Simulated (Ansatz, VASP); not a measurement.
Zr in VASP and in Ansatz

```xyz
1
Lattice="0.0000 2.2609 2.2609 2.2609 0.0000 2.2609 2.2609 2.2609 0.0000" Properties=species:S:1:pos:R:3 pbc="T T T"
Zr    0.0000    0.0000    0.0000
```

Alike in both runs: functional PBE; k mesh 12 × 12 × 12; occupations fermi-dirac, width 0.05 eV; collinear spin.

Ansatz relaxed the structure, and its values are those at the end. VASP's run is a single point on that final structure, the one shown.

```csv
,VASP,Ansatz
version,VASP 6.6.1,Ansatz 0.2.0
potentials or method,"VASP PAW PBE potentials, release 64 (Zr_sv), cutoff 520 eV","plane waves (420 eV) with PAW, scalar-relativistic"
valence electrons in the cell,12,12
```

```tsv
	VASP	Ansatz	Ansatz less VASP
pressure (GPa)	0.0	0.0	-0.02
net moment per atom (μB)	0.00	0.00	0.000
```

Ansatz's warnings: seeded moment not kept.
